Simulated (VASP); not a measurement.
# Tm (Fm-3m) in VASP: relaxation of cell and atoms with PBE

Aim: the relaxation of cell and atoms of Tm with PBE.

Everything below comes from runs of VASP 6.6.1. Logs are shortened: lines on timing, memory, paths and dates and some standing lists are left out, and cuts for length are marked.

### 1 The cell of the first run

The structure is cubic, space group Fm-3m (No. 225). The conventional cell has a = 4.581 Å, b = 4.581 Å, c = 4.581 Å, α = 90.00°, β = 90.00°, γ = 90.00°. Within 4.3 Å of Tm (site symmetry m-3m) lie 12 Tm at 3.24 Å.

This isn't the form of Tm at room conditions, which is hcp.

### 2 Relaxation of cell and atoms, PBE, collinear spin, ferromagnetic start

File INCAR:

```
SYSTEM = Tm
PREC = Accurate
ENCUT = 600
EDIFF = 1E-7
ISMEAR = -1
SIGMA = 0.05
LREAL = .False.
LASPH = .True.
NELM = 150
ALGO = Normal
ISIF = 3
LWAVE = .False.
LCHARG = .False.
ISPIN = 2
MAGMOM = 2
LORBIT = 11
LMAXMIX = 6
GGA = PE
IBRION = 2
NSW = 100
EDIFFG = -0.005
```

File KPOINTS:

```
regular mesh
0
Gamma
  15 15 15
  0 0 0
```

File POSCAR:

```
Tm
1.0
    0.0000000000      2.2903468417      2.2903468417
    2.2903468417      0.0000000000      2.2903468417
    2.2903468417      2.2903468417      0.0000000000
Tm
1
Direct
    0.0000000000      0.0000000000      0.0000000000
```

Potentials or basis: VASP PAW PBE potentials, release 64 (Tm).

Started as:

```sh
> cat potpaw_PBE.64/Tm/POTCAR > POTCAR
> mpirun -np 1 vasp_std > vasp.out
```

OUTCAR:

```text
SYSTEM = Tm
   PREC = Accurate
   ENCUT = 600
   EDIFF = 1E-7
   ISMEAR = -1
   LREAL = .False.
   LASPH = .True.
   NELM = 150
   ISIF = 3
   ISPIN = 2
   LORBIT = 11
   GGA = PE
   IBRION = 2
   NSW = 100
   EDIFFG = -0.005

 ion  position               nearest neighbor table
   1  0.000  0.000  0.000-

  LATTYP: Found a face centered cubic cell.
 ALAT       =     4.5806936834

  Lattice vectors:

 A1 = (   0.0000000000,   2.2903468417,   2.2903468417)
 A2 = (   2.2903468417,   0.0000000000,   2.2903468417)
 A3 = (   2.2903468417,   2.2903468417,   0.0000000000)

Analysis of symmetry for initial positions (statically):
=====================================================================
 Subroutine PRICEL returns:
 Original cell was already a primitive cell.

 Routine SETGRP: Setting up the symmetry group for a
 face centered cubic supercell.

 Subroutine GETGRP returns: Found 48 space group operations
 (whereof 48 operations were pure point group operations)
 out of a pool of 48 trial point group operations.

The static configuration has the point symmetry O_h .

Analysis of symmetry for dynamics (positions and initial velocities):
=====================================================================
 Subroutine PRICEL returns:
 Original cell was already a primitive cell.

 Routine SETGRP: Setting up the symmetry group for a
 face centered cubic supercell.

 Subroutine GETGRP returns: Found 48 space group operations
 (whereof 48 operations were pure point group operations)
 out of a pool of 48 trial point group operations.

The dynamic configuration has the point symmetry O_h .

Analysis of structural, dynamic, and magnetic symmetry:
=====================================================================
 Subroutine PRICEL returns:
 Original cell was already a primitive cell.

 Routine SETGRP: Setting up the symmetry group for a
 face centered cubic supercell.

 Subroutine GETGRP returns: Found 48 space group operations
 (whereof 48 operations were pure point group operations)
 out of a pool of 48 trial point group operations.

The overall configuration has the point symmetry O_h .

 Subroutine INISYM returns: Found 48 space group operations
 (whereof 48 operations are pure point group operations),
 and found     1 'primitive' translations

----------------------------------------------------------------------------------------

                                     Primitive cell

  volume of cell :      24.0289

  direct lattice vectors                    reciprocal lattice vectors
     0.000000000  2.290346842  2.290346842    -0.218307547  0.218307547  0.218307547
     2.290346842  0.000000000  2.290346842     0.218307547 -0.218307547  0.218307547
     2.290346842  2.290346842  0.000000000     0.218307547  0.218307547 -0.218307547

  length of vectors
     3.239039566  3.239039566  3.239039566     0.378119762  0.378119762  0.378119762

  position of ions in fractional coordinates (direct lattice)
     0.000000000  0.000000000  0.000000000

  ion indices of the primitive-cell ions
   primitive index   ion index
                 1           1

----------------------------------------------------------------------------------------

 KPOINTS: regular mesh

Automatic generation of k-mesh.
 Grid dimensions read from file:
 generate k-points for:   15   15   15

 Generating k-lattice:

  Cartesian coordinates                     Fractional coordinates (reciprocal lattice)
    -0.014553836  0.014553836  0.014553836     0.066666667  0.000000000  0.000000000
     0.014553836 -0.014553836  0.014553836     0.000000000  0.066666667  0.000000000
     0.014553836  0.014553836 -0.014553836     0.000000000  0.000000000  0.066666667

  Length of vectors
     0.025207984  0.025207984  0.025207984

  Shift w.r.t. Gamma in fractional coordinates (k-lattice)
     0.000000000  0.000000000  0.000000000

 Subroutine IBZKPT returns following result:
 ===========================================

 Found    120 irreducible k-points:

 Following reciprocal coordinates:
            Coordinates               Weight
  0.000000  0.000000  0.000000      1.000000
  0.066667  0.000000  0.000000      8.000000
  0.133333  0.000000  0.000000      8.000000
  0.200000  0.000000  0.000000      8.000000
  0.266667  0.000000  0.000000      8.000000
  0.333333  0.000000  0.000000      8.000000
[... 16 lines left out ...]
  0.133333  0.133333  0.000000      6.000000
  0.200000  0.133333  0.000000     24.000000
 [... further k-points ...]
   k-points           NKPTS =    120   k-points in BZ     NKDIM =    120   number of bands    NBANDS=     16
   number of dos      NEDOS =    301   number of ions     NIONS =      1
   total plane-waves  NPLWV =  21952
   dimension x,y,z NGX =    28 NGY =   28 NGZ =   28
   dimension x,y,z NGXF=    56 NGYF=   56 NGZF=   56
   ions per type =               1
   NGX,Y,Z   is equivalent  to a cutoff of  14.37, 14.37, 14.37 a.u.
   NGXF,Y,Z  is equivalent  to a cutoff of  28.74, 28.74, 28.74 a.u.
 SYSTEM =  Tm
   PREC   = accura    normal or accurate (medium, high low for compatibility)
   ISTART =      0    job   : 0-new  1-cont  2-samecut
   ICHARG =      2    charge: 1-file 2-atom 10-const
   ISPIN  =      2    spin polarized calculation?
   LNONCOLLINEAR =      F non collinear calculations
   LSORBIT =      F    spin-orbit coupling
   LASPH  =      T    aspherical Exc in radial PAW
   ENCUT  =  600.0 eV  44.10 Ry    6.64 a.u.   6.47  6.47  6.47*2*pi/ulx,y,z
   NELM   =    150;   NELMIN=  2; NELMDL= -5     # of ELM steps
   EDIFF  = 0.1E-06   stopping-criterion for ELM
   LREAL  =      F    real-space projection
   EDIFFG = -.5E-02   stopping-criterion for IOM
   NSW    =    100    number of steps for IOM
   IBRION =      2    ionic relax: 0-MD 1-quasi-New 2-CG
   NFREE  =      1    steps in history (QN), initial steepest desc. (CG)
   ISIF   =      3    stress and relaxation
   ISYM   =      2    0-nonsym 1-usesym 2-fastsym
   POTIM  = 0.5000    time-step for ionic-motion
   TEBEG  =    0.0;   TEEND  =   0.0 temperature during run
   PSTRESS=    0.0 pullay stress
   NELECT =      23.0000    total number of electrons
   NUPDOWN=      -1.0000    fix difference up-down
   EMIN   =  10.00;   EMAX   =-10.00  energy-range for DOS
   EFERMI =   0.00;   METHOD = LEGACY
   ISMEAR =    -1;   SIGMA  =   0.05  broadening in eV -4-tet -1-fermi 0-gaus
   EFERMI_NEDOS =   21; number of points for ismear=-14 and -15
   IALGO  =     38    algorithm
   IMIX   =      4    mixing-type and parameters
     AMIX     =   0.40;   BMIX     =  1.00
     AMIX_MAG =   1.60;   BMIX_MAG =  1.00
  volume/ion in A,a.u.               =      24.03       162.15
  Fermi-wavevector in a.u.,A,eV,Ry     =   1.613391  3.048866 35.416363  2.603029
  Thomas-Fermi vector in A             =   2.708468
   LORBIT       =     11    0 simple, 1 ext, 2 COOP (PROOUT), +10 PAW based schemes
   GGA     = PE    functional components
   LHFCALC =     F    Hartree Fock is set to
   AEXX    =    0.0000 exact exchange contribution
   IVDW    =     0    specifies the selected vdW correction
   LEPSILON=     F    determine dielectric tensor
   LRPA    =     F    only Hartree local field effects (RPA)
 conjugate gradient relaxation of ions
 spin polarized calculation
  energy-cutoff  :      600.00
  volume of cell :       24.03
 maximum number of plane-waves:       821
 NGX is ok and might be reduce to    28
   NGX = 13   NGY = 13   NGZ = 13

--------------------------------------- Ionic step        1  -------------------------------------------

 number of electron      22.9999998 magnetization       1.1311675

 Free energy of the ion-electron system (eV)
  ---------------------------------------------------
  ext. energy  EPLUGINS =         0.00000000
  ---------------------------------------------------
  free energy    TOTEN  =        -3.70195049 eV

  energy without entropy =       -3.63513008  energy(sigma->0) =       -3.66854028

 E-fermi :   3.1200     XC(G=0): -11.4117

 val. band max:        3.1190356246   @ k =   0.4667   0.2000   0.0000
 cond. band min:       3.1201063427   @ k =  -0.3333   0.1333   0.0000
 fundamental gap:      0.0010707182
 Fermi energy:         3.1200375810

 spin component 1

 k-point     1 :       0.0000    0.0000    0.0000
  band No.  band energies     occupation
      1     -47.1204      1.00000
      2     -19.7170      1.00000
      3     -19.7170      1.00000
      4     -19.7170      1.00000
      5      -2.4352      1.00000
      6       1.2376      1.00000
[... 8 lines left out ...]
     15       6.3097      0.00000
     16       9.4875      0.00000

 k-point     2 :       0.0667    0.0000    0.0000
  band No.  band energies     occupation
      1     -47.1155      1.00000
      2     -19.7780      1.00000
      3     -19.7240      1.00000
      4     -19.7240      1.00000
      5      -2.2690      1.00000
      6       1.2406      1.00000
[... 8 lines left out ...]
     15       6.3963      0.00000
     16       9.3781      0.00000
[... 961 lines left out ...]
 VOLUME and BASIS-vectors are now :
 -----------------------------------------------------------------------------
  energy-cutoff  :      600.00
  volume of cell :       33.84
      direct lattice vectors                 reciprocal lattice vectors
     0.000000000  2.567300981  2.567300981    -0.194757063  0.194757063  0.194757063
     2.567300981  0.000000000  2.567300981     0.194757063 -0.194757063  0.194757063
     2.567300981  2.567300981  0.000000000     0.194757063  0.194757063 -0.194757063

 POSITION                                       TOTAL-FORCE (eV/Angst)
 -----------------------------------------------------------------------------------
      0.00000      0.00000      0.00000         0.000000      0.000000      0.000000
 -----------------------------------------------------------------------------------
    total drift:                               -0.000000     -0.000000     -0.000000

  FREE ENERGIE OF THE ION-ELECTRON SYSTEM (eV)
  ---------------------------------------------------
  free  energy   TOTEN  =        -4.0368999290 eV

  energy  without entropy=       -3.9542809082  energy(sigma->0) =       -3.99559042

--------------------------------------- Ionic step        4  -------------------------------------------

 number of electron      23.0000010 magnetization      -1.0110812

 Free energy of the ion-electron system (eV)
  ---------------------------------------------------
  ext. energy  EPLUGINS =         0.00000000
  ---------------------------------------------------
  free energy    TOTEN  =        -4.03709694 eV

  energy without entropy =       -3.95414676  energy(sigma->0) =       -3.99562185

 E-fermi :   1.8799     XC(G=0):  -9.6941

 val. band max:        1.8780710491   @ k =  -0.4667   0.1333   0.0000
 cond. band min:       1.8804689468   @ k =  -0.4000   0.3333   0.0667
 fundamental gap:      0.0023978977
 Fermi energy:         1.8799297087

 spin component 1

 k-point     1 :       0.0000    0.0000    0.0000
  band No.  band energies     occupation
      1     -48.1147      1.00000
      2     -21.3199      1.00000
      3     -21.3199      1.00000
      4     -21.3199      1.00000
      5      -3.3837      1.00000
      6       1.4989      0.99951
[... 8 lines left out ...]
     15       4.6057      0.00000
     16       6.8921      0.00000

 k-point     2 :       0.0667    0.0000    0.0000
  band No.  band energies     occupation
      1     -48.1136      1.00000
      2     -21.3405      1.00000
      3     -21.3225      1.00000
      4     -21.3225      1.00000
      5      -3.2724      1.00000
      6       1.4915      0.99958
[... 8 lines left out ...]
     15       4.6648      0.00000
     16       6.8208      0.00000
[... 891 lines left out ...]
 VOLUME and BASIS-vectors are now :
 -----------------------------------------------------------------------------
  energy-cutoff  :      600.00
  volume of cell :       34.13
      direct lattice vectors                 reciprocal lattice vectors
     0.000000000  2.574651305  2.574651305    -0.194201055  0.194201055  0.194201055
     2.574651305  0.000000000  2.574651305     0.194201055 -0.194201055  0.194201055
     2.574651305  2.574651305  0.000000000     0.194201055  0.194201055 -0.194201055

 POSITION                                       TOTAL-FORCE (eV/Angst)
 -----------------------------------------------------------------------------------
      2.57465      0.00000      2.57465         0.000000     -0.000000     -0.000000
 -----------------------------------------------------------------------------------
    total drift:                                0.000000     -0.000000      0.000000

  FREE ENERGIE OF THE ION-ELECTRON SYSTEM (eV)
  ---------------------------------------------------
  free  energy   TOTEN  =        -4.0370969363 eV

  energy  without entropy=       -3.9541467574  energy(sigma->0) =       -3.99562185

 reached required accuracy - stopping structural energy minimisation

 total charge

# of ion       s       p       d       f       tot
--------------------------------------------------
    1        2.208   5.941   0.336  12.531  21.016

 magnetization (x)

# of ion       s       p       d       f       tot
--------------------------------------------------
    1       -0.003   0.039   0.067  -1.271  -1.168
```

Wall time 12 min (1 thread of Intel Xeon 6975P-C (Granite Rapids), shared host); peak memory 0.28 GiB.

What came out:

```
Free energy                                           : -4.0371 eV
Relaxed volume                                        : 34.13 Å³/atom
Relaxed cell                                          : a = 3.641 Å, b = 3.641 Å, c = 3.641 Å, α = 60.00°, β = 60.00°, γ = 60.00°
Space group after relaxing (to 0.1 Å)                 : Fm-3m (No. 225)
Energy gained by relaxing                             : 335.1 meV/atom
Ionic steps                                           : 4
Pressure after relaxing                               : 0.0 GPa
Band gap on the k mesh                                : zero (filled and empty bands overlap)
Net moment                                            : -1.01 μB per cell
Site moments                                          : Tm -1.17 μB
Valence electrons inside the program's atomic spheres : Tm 21.02
```

The path:
| step | energy change (eV) | largest force (eV/Å) | pressure (GPa) | volume (Å³) |
| --- | --- | --- | --- | --- |
| 1 | 0.0000 | 0.0000 | 14.14 | 24.03 |
| 2 | -0.3266 | 0.0000 | 1.63 | 32.18 |
| 3 | -0.3349 | 0.0000 | 0.23 | 33.84 |
| 4 | -0.3351 | 0.0000 | 0.02 | 34.13 |

Final structure:
```xyz
1
Lattice="0.0000 2.5747 2.5747 2.5747 0.0000 2.5747 2.5747 2.5747 0.0000" Properties=species:S:1:pos:R:3 pbc="T T T"
Tm    2.5747    0.0000    2.5747
```

Caveat: the magnetic or orbital state may not be the lowest; the volume moved by over 15 % at a fixed basis, so the end points are rough; spin-orbit coupling is left out, which moves the levels of the heavy elements; semilocal functionals describe open f shells poorly, which spoils levels, moments and volumes.
